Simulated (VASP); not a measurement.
# W (Im-3m) in VASP: further runs

The runs below take W through single point, with PBE0, r2SCAN0, revPBE.

All numbers are computed with VASP 6.6.1; they aren't measurements. Logs are shortened: lines on timing, memory, paths and dates and some standing lists are left out, and cuts for length are marked.

### Step 1. The cell of the first run

Symmetry: Im-3m, No. 229, cubic system. Conventional cell: a = 3.165 Å, b = 3.165 Å, c = 3.165 Å, α = 90.00°, β = 90.00°, γ = 90.00°. W (site symmetry m-3m) has 14 W at 2.74 to 3.16 Å within 3.6 Å.

### Step 2. Single point, PBE0

File POSCAR:

```
W
1.0
   -1.5823450000      1.5823450000      1.5823450000
    1.5823450000     -1.5823450000      1.5823450000
    1.5823450000      1.5823450000     -1.5823450000
W
1
Direct
    0.0000000000      0.0000000000      0.0000000000
```

File INCAR.step1:

```
PREC = Accurate
ENCUT = 520
EDIFF = 1E-5
ISMEAR = -1
SIGMA = 0.05
LREAL = F
LASPH = T
NELM = 80
ALGO = Normal
ISIF = 2
LWAVE = T
LCHARG = F
NBANDS = 13
GGA = PE
```

File INCAR.step2:

```
PREC = Accurate
ENCUT = 520
EDIFF = 1E-7
ISMEAR = -1
SIGMA = 0.05
LREAL = F
LASPH = T
NELM = 80
ALGO = Normal
ISIF = 2
LWAVE = F
LCHARG = F
GGA = PE
LHFCALC = T
AEXX = 0.25
PRECFOCK = Normal
NBANDS = 13
ISTART = 1
```

File KPOINTS:

```
Automatic mesh
0
Gamma
  7 7 7
```

Potentials or basis: VASP PAW PBE potentials, release 64 (W_sv).

Launch:

```sh
> cat potpaw_PBE.64/W_sv/POTCAR > POTCAR
> cp INCAR.step1 INCAR
> mpirun -np 1 vasp_std > vasp.out
> cp INCAR.step2 INCAR
> mpirun -np 1 vasp_std > vasp.out
```

OUTCAR:

```text
PREC = Accurate
   ENCUT = 520
   EDIFF = 1E-7
   ISMEAR = -1
   LREAL = F
   LASPH = T
   NELM = 80
   ISIF = 2
   GGA = PE
   LHFCALC = T
   AEXX = 0.25
   PRECFOCK = Normal
   ISTART = 1

 ion  position               nearest neighbor table
   1  0.000  0.000  0.000-

  LATTYP: Found a body centered cubic cell.
 ALAT       =     3.1646900000

  Lattice vectors:

 A1 = (  -1.5823450000,   1.5823450000,   1.5823450000)
 A2 = (   1.5823450000,  -1.5823450000,   1.5823450000)
 A3 = (   1.5823450000,   1.5823450000,  -1.5823450000)

Analysis of symmetry for initial positions (statically):
=====================================================================
 Subroutine PRICEL returns:
 Original cell was already a primitive cell.

 Routine SETGRP: Setting up the symmetry group for a
 body centered cubic supercell.

 Subroutine GETGRP returns: Found 48 space group operations
 (whereof 48 operations were pure point group operations)
 out of a pool of 48 trial point group operations.

The static configuration has the point symmetry O_h .

Analysis of symmetry for dynamics (positions and initial velocities):
=====================================================================
 Subroutine PRICEL returns:
 Original cell was already a primitive cell.

 Routine SETGRP: Setting up the symmetry group for a
 body centered cubic supercell.

 Subroutine GETGRP returns: Found 48 space group operations
 (whereof 48 operations were pure point group operations)
 out of a pool of 48 trial point group operations.

The dynamic configuration has the point symmetry O_h .

 Subroutine INISYM returns: Found 48 space group operations
 (whereof 48 operations are pure point group operations),
 and found     1 'primitive' translations

----------------------------------------------------------------------------------------

                                     Primitive cell

  volume of cell :      15.8476

  direct lattice vectors                    reciprocal lattice vectors
    -1.582345000  1.582345000  1.582345000     0.000000000  0.315986716  0.315986716
     1.582345000 -1.582345000  1.582345000     0.315986716  0.000000000  0.315986716
     1.582345000  1.582345000 -1.582345000     0.315986716  0.315986716  0.000000000

  length of vectors
     2.740701935  2.740701935  2.740701935     0.446872699  0.446872699  0.446872699

  position of ions in fractional coordinates (direct lattice)
     0.000000000  0.000000000  0.000000000

  ion indices of the primitive-cell ions
   primitive index   ion index
                 1           1

----------------------------------------------------------------------------------------

 KPOINTS: Automatic mesh

Automatic generation of k-mesh.
 Grid dimensions read from file:
 generate k-points for:    7    7    7

 Generating k-lattice:

  Cartesian coordinates                     Fractional coordinates (reciprocal lattice)
     0.000000000  0.045140959  0.045140959     0.142857143  0.000000000  0.000000000
     0.045140959  0.000000000  0.045140959     0.000000000  0.142857143  0.000000000
     0.045140959  0.045140959  0.000000000     0.000000000  0.000000000  0.142857143

  Length of vectors
     0.063838957  0.063838957  0.063838957

  Shift w.r.t. Gamma in fractional coordinates (k-lattice)
     0.000000000  0.000000000  0.000000000

 Subroutine IBZKPT returns following result:
 ===========================================

 Found     20 irreducible k-points:

 Following reciprocal coordinates:
            Coordinates               Weight
  0.000000  0.000000  0.000000      1.000000
  0.142857  0.000000  0.000000     12.000000
  0.285714  0.000000  0.000000     12.000000
  0.428571  0.000000  0.000000     12.000000
  0.142857  0.142857  0.000000     24.000000
  0.285714  0.142857 -0.000000     48.000000
[... 12 lines left out ...]
 -0.428571 -0.428571  0.285714      8.000000
 -0.428571  0.428571  0.428571      6.000000
   k-points           NKPTS =     20   k-points in BZ     NKDIM =    343   number of bands    NBANDS=     13
   number of dos      NEDOS =    301   number of ions     NIONS =      1
   total plane-waves  NPLWV =   8000
   dimension x,y,z NGX =    20 NGY =   20 NGZ =   20
   dimension x,y,z NGXF=    40 NGYF=   40 NGZF=   40
   ions per type =               1
   NGX,Y,Z   is equivalent  to a cutoff of  12.13, 12.13, 12.13 a.u.
   NGXF,Y,Z  is equivalent  to a cutoff of  24.26, 24.26, 24.26 a.u.
 SYSTEM =  unknown system
   PREC   = accura    normal or accurate (medium, high low for compatibility)
   ISTART =      1    job   : 0-new  1-cont  2-samecut
   ICHARG =      0    charge: 1-file 2-atom 10-const
   ISPIN  =      1    spin polarized calculation?
   LNONCOLLINEAR =      F non collinear calculations
   LSORBIT =      F    spin-orbit coupling
   LASPH  =      T    aspherical Exc in radial PAW
   ENCUT  =  520.0 eV  38.22 Ry    6.18 a.u.   5.10  5.10  5.10*2*pi/ulx,y,z
   NELM   =     80;   NELMIN=  2; NELMDL=  0     # of ELM steps
   EDIFF  = 0.1E-06   stopping-criterion for ELM
   LREAL  =      F    real-space projection
   EDIFFG = 0.1E-05   stopping-criterion for IOM
   NSW    =      0    number of steps for IOM
   IBRION =     -1    ionic relax: 0-MD 1-quasi-New 2-CG
   NFREE  =      0    steps in history (QN), initial steepest desc. (CG)
   ISIF   =      2    stress and relaxation
   ISYM   =      3    0-nonsym 1-usesym 2-fastsym
   POTIM  = 0.5000    time-step for ionic-motion
   TEBEG  =    0.0;   TEEND  =   0.0 temperature during run
   PSTRESS=    0.0 pullay stress
   NELECT =      14.0000    total number of electrons
   NUPDOWN=      -1.0000    fix difference up-down
   EMIN   =  10.00;   EMAX   =-10.00  energy-range for DOS
   EFERMI =   0.00;   METHOD = LEGACY
   ISMEAR =    -1;   SIGMA  =   0.05  broadening in eV -4-tet -1-fermi 0-gaus
   EFERMI_NEDOS =   21; number of points for ismear=-14 and -15
   IALGO  =     38    algorithm
   IMIX   =      1    mixing-type and parameters
     AMIX     =   0.40;   BMIX     =  1.00
     AMIX_MAG =   1.60;   BMIX_MAG =  1.00
  volume/ion in A,a.u.               =      15.85       106.94
  Fermi-wavevector in a.u.,A,eV,Ry     =   1.570832  2.968442 33.572544  2.467512
  Thomas-Fermi vector in A             =   2.672506
   LORBIT       =      0    0 simple, 1 ext, 2 COOP (PROOUT), +10 PAW based schemes
   GGA     = PE    functional components
   LHFCALC =     T    Hartree Fock is set to
   PRECFOCK=normal    Normal, Fast or Accurate (Low or Medium for compatibility)
   ENCUT4O =  -1.0   cutoff for four orbital integrals eV
   NKREDX  =     1    reduce k-point grid by
   NKREDY  =     1    reduce k-point grid by
   NKREDZ  =     1    reduce k-point grid by
   AEXX    =    0.2500 exact exchange contribution
   HFSCREEN=    0.0000 screening length (either q_TF or 0.3 A-1)
   HFSCREENC=   0.0000 screening length for correlation (either q_TF or 0.3 A-1)
   ENCUTFOCK=  -1.0 apply spherical cutoff to Coloumb kernel
   IVDW    =     0    specifies the selected vdW correction
   LEPSILON=     F    determine dielectric tensor
   LRPA    =     F    only Hartree local field effects (RPA)
 non-spin polarized calculation
  energy-cutoff  :      520.00
  volume of cell :       15.85
 maximum number of plane-waves:       438
  NGX = 16; NGY = 16; NGZ = 16

 number of electron      14.0000004 magnetization

 Free energy of the ion-electron system (eV)
  ---------------------------------------------------
  ext. energy  EPLUGINS =         0.00000000
  ---------------------------------------------------
  free energy    TOTEN  =       -16.15122172 eV

  energy without entropy =      -16.15030500  energy(sigma->0) =      -16.15076336

 E-fermi :  11.4343     XC(G=0): -10.6935

 val. band max:       11.3555100693   @ k =  -0.1429   0.1429   0.1429
 cond. band min:      11.7560537121   @ k =  -0.4286   0.4286   0.2857
 fundamental gap:      0.4005436428
 Fermi energy:        11.4342849268

 k-point     1 :       0.0000    0.0000    0.0000
  band No.  band energies     occupation
      1     -67.4693      2.00000
      2     -29.4620      2.00000
      3     -29.4620      2.00000
      4     -29.4620      2.00000
      5      -0.0743      2.00000
      6       9.3915      2.00000
      7       9.3915      2.00000
      8       9.3915      2.00000
      9      14.7153      0.00000
     10      14.7153      0.00000
     11      27.1168      0.00000
     12      27.1168      0.00000
     13      27.1168      0.00000

 k-point     2 :       0.1429    0.0000    0.0000
  band No.  band energies     occupation
      1     -67.4395      2.00000
      2     -29.7626      2.00000
      3     -29.5536      2.00000
      4     -29.4602      2.00000
      5       0.9706      2.00000
      6       8.7703      2.00000
      7       9.1990      2.00000
      8      10.6033      2.00000
      9      13.9212      0.00000
     10      14.7069      0.00000
     11      27.8396      0.00000
     12      28.8422      0.00000
     13      29.2478      0.00000

 k-point     3 :       0.2857    0.0000    0.0000
  band No.  band energies     occupation
      1     -67.3719      2.00000
      2     -30.4034      2.00000
      3     -29.7526      2.00000
      4     -29.4567      2.00000
      5       3.0970      2.00000
      6       7.5969      2.00000
      7       8.7353      2.00000
      8      14.0623      0.00000
      9      14.2574      0.00000
     10      14.9598      0.00000
     11      26.8398      0.00000
     12      28.4836      0.00000
     13      33.2090      0.00000
[... 241 lines left out ...]
 k-point    19 :      -0.4286   -0.4286    0.2857
  band No.  band energies     occupation
      1     -67.2225      2.00000
      2     -30.5071      2.00000
      3     -30.5071      2.00000
      4     -30.1346      2.00000
      5       5.3701      2.00000
      6       5.3701      2.00000
      7      11.0888      1.99801
      8      15.9261      0.00000
      9      15.9261      0.00000
     10      22.0726      0.00000
     11      22.7422      0.00000
     12      22.7422      0.00000
     13      33.8216      0.00000

 k-point    20 :      -0.4286    0.4286    0.4286
  band No.  band energies     occupation
      1     -67.2029      2.00000
      2     -30.4739      2.00000
      3     -30.4182      2.00000
      4     -30.4182      2.00000
      5       4.6305      2.00000
      6       4.7376      2.00000
      7      15.6347      0.00000
      8      15.6347      0.00000
      9      16.9880      0.00000
     10      19.1167      0.00000
     11      22.9982      0.00000
     12      22.9982      0.00000
     13      30.6342      0.00000

------------------------ aborting loop because EDIFF is reached ----------------------------------------

  FORCE on cell =-STRESS in cart. coord.  units (eV):
  Direction    XX          YY          ZZ          XY          YZ          ZX
  --------------------------------------------------------------------------------------
  -------------------------------------------------------------------------------------
  Total        0.0197794      0.0197794      0.0197794     -0.0000000      0.0000000     -0.0000000
  in kB        1.9996792      1.9996792      1.9996792     -0.0000000      0.0000000     -0.0000000
  external PRESSURE =       1.9996792 kB  Pullay stress =       0.0000000 kB

 VOLUME and BASIS-vectors are now :
 -----------------------------------------------------------------------------
  energy-cutoff  :      520.00
  volume of cell :       15.85
      direct lattice vectors                 reciprocal lattice vectors
    -1.582345000  1.582345000  1.582345000     0.000000000  0.315986716  0.315986716
     1.582345000 -1.582345000  1.582345000     0.315986716  0.000000000  0.315986716
     1.582345000  1.582345000 -1.582345000     0.315986716  0.315986716  0.000000000

 POSITION                                       TOTAL-FORCE (eV/Angst)
 -----------------------------------------------------------------------------------
      0.00000      0.00000      0.00000        -0.000000     -0.000000     -0.000000
 -----------------------------------------------------------------------------------
    total drift:                                0.000000     -0.000000      0.000000

  FREE ENERGIE OF THE ION-ELECTRON SYSTEM (eV)
  ---------------------------------------------------
  free  energy   TOTEN  =       -16.1512217182 eV

  energy  without entropy=      -16.1503050049  energy(sigma->0) =      -16.15076336
```

Run time: 11 min. Hardware: 1 thread of Intel Xeon 6975P-C (Granite Rapids), shared host; peak memory 0.14 GiB.

What came out:

```yaml
Free_energy: -16.1512 eV
Pressure: 0.2 GPa
Band_gap_on_the_k_mesh: zero (bands 7 and 8 overlap by 6.24 eV)
```

Levels at points of the mesh, in eV from the Fermi level:
| k point | band 3 | band 4 | band 5 | band 6 | band 7 | band 8 | band 9 | band 10 | band 11 | band 12 |
| --- | --- | --- | --- | --- | --- | --- | --- | --- | --- | --- |
| (0.00, 0.00, 0.00) | -40.90 | -40.90 | -11.51 | -2.04 | -2.04 | -2.04 | 3.28 | 3.28 | 15.68 | 15.68 |

Caveat: the k points lie up to 0.40 Å⁻¹ apart, too coarse for converged energies and pressures of a metal; the PAW data sets were made with another functional, which shifts forces and pressure a little; spin-orbit coupling is left out, which moves the levels of the heavy elements.

(Part 1 of 2 ends here.)
